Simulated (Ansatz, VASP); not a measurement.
**One calculation of K6MgSn2, two programs**

File INCAR:

```
  PREC = Accurate
  ENCUT = 520
  EDIFF = 1E-6
  ISMEAR = -1
  SIGMA = 0.1
  LREAL = F
  LASPH = T
  NELM = 80
  ALGO = Normal
  ISIF = 2
  LWAVE = F
  LCHARG = F
  GGA = PS
  NBANDS = 52
```

Contents of KPOINTS:

```
Automatic mesh
0
Gamma
  4 4 2
```

The input POSCAR:

```
K6MgSn2
1.0
    0.0000000000      6.2706880000      0.0000000000
    5.7725430000     -3.1353440000      0.0000000000
    1.4983410000      0.0000000000    -10.5675290000
Sn Mg K
2 1 6
Direct
    0.1447400000      0.2894800000      0.7509700000
    0.8552600000      0.7105200000      0.2490300000
    0.0000000000      0.0000000000      0.0000000000
    0.4703000000      0.9406000000      0.7247000000
    0.5297000000      0.0594000000      0.2753000000
    0.2926000000      0.5852000000      0.0705000000
    0.7074000000      0.4148000000      0.9295000000
    0.1736000000      0.3472000000      0.4092000000
    0.8264000000      0.6528000000      0.5908000000
```

Input for Ansatz:

```yaml
crystal:
  lattice:
    - [0.0, 6.270688, 0.0]
    - [5.772543, -3.135344, 0.0]
    - [1.498341, 0.0, -10.567529]
  atoms:
    - { symbol: Sn, position: [0.14474, 0.28948, 0.75097] }
    - { symbol: Sn, position: [0.85526, 0.71052, 0.24903] }
    - { symbol: Mg, position: [0.0, 0.0, 0.0] }
    - { symbol: K, position: [0.4703, 0.9406, 0.7247] }
    - { symbol: K, position: [0.5297, 0.0594, 0.2753] }
    - { symbol: K, position: [0.2926, 0.5852, 0.0705] }
    - { symbol: K, position: [0.7074, 0.4148, 0.9295] }
    - { symbol: K, position: [0.1736, 0.3472, 0.4092] }
    - { symbol: K, position: [0.8264, 0.6528, 0.5908] }
  symmetry: { tolerance: 0.0003 }
kpoints:
  mp_grid: { grid: [4, 4, 2], shift: [0, 0, 0] }
magnetization:
  spin_polarized: false
scf:
  occupations: { method: fermi_dirac }
hamiltonian:
  pseudopotentials: { kind: paw }
  xc: pbesol
basis:
  ecutwfc: 420
output:
  forces: true
  stress: true
  eigenvalues: true
```

Alike in both runs: task single point; functional PBEsol; k mesh 4 × 4 × 2; no spin polarisation.

|  | VASP | Ansatz |
| --- | --- | --- |
| version | VASP 6.6.1 | Ansatz 0.2.0 |
| potentials or method | VASP PAW PBE potentials, release 64 (Sn_d, Mg, K_sv), cutoff 520 eV | PAW plane waves |
| occupations | fermi-dirac, width 0.1 eV | fermi-dirac |
| valence electrons in the cell | 84 | 92 |

|  | VASP | Ansatz | Ansatz less VASP |
| --- | --- | --- | --- |
| pressure (GPa) | -0.4 | -0.4 | +0.01 |
| traceless stress, the component that is largest in VASP (GPa) | -0.51 | -0.50 | +0.005 |
| rms of the force components (eV/Å) | 0.118 | 0.117 | -0.0012 |

VASP's potentials were made for PBE, not for PBEsol. Atom by atom the forces differ by 0.001 eV/Å (rms over components). VASP's potentials hold 84 valence electrons a cell and Ansatz's 92, so a difference there can come from the potentials and not from the codes.
